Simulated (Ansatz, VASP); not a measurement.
## PbSe: VASP beside Ansatz

```xyz
2
Lattice="0.0000 2.9440 3.0892 2.9440 0.0000 3.0892 2.9440 2.9440 0.0000" Properties=species:S:1:pos:R:3 pbc="T T T"
Pb    0.0000    0.0000    0.0000
Se    2.9440    2.9440    3.0892
```

Alike in both runs: task single point; functional PBE; dispersion D3(BJ); k mesh 10 × 10 × 10; occupations gaussian, width 0.03 eV; no spin polarisation.

```csv
,VASP,Ansatz
version,VASP 6.6.1,Ansatz 0.2.0
potentials or method,"VASP PAW PBE potentials, release 64 (Pb_d, Se), cutoff 520 eV","scalar-relativistic, plane waves, PAW"
valence electrons in the cell,20,30
```

|  | VASP | Ansatz | Ansatz less VASP |
| --- | --- | --- | --- |
| gap on the k mesh at the Fermi level (eV) | 0.03 | 0.04 | +0.005 |
| least direct gap on the mesh (eV) | 0.03 | 0.04 | +0.005 |
| pressure (GPa) | 4.9 | 4.9 | +0.01 |
| traceless stress, the component that is largest in VASP (GPa) | -5.11 | -5.10 | +0.013 |

VASP's potentials hold 20 valence electrons a cell and Ansatz's 30, so a difference there can come from the potentials and not from the codes.

Neither program's run includes spin-orbit coupling.
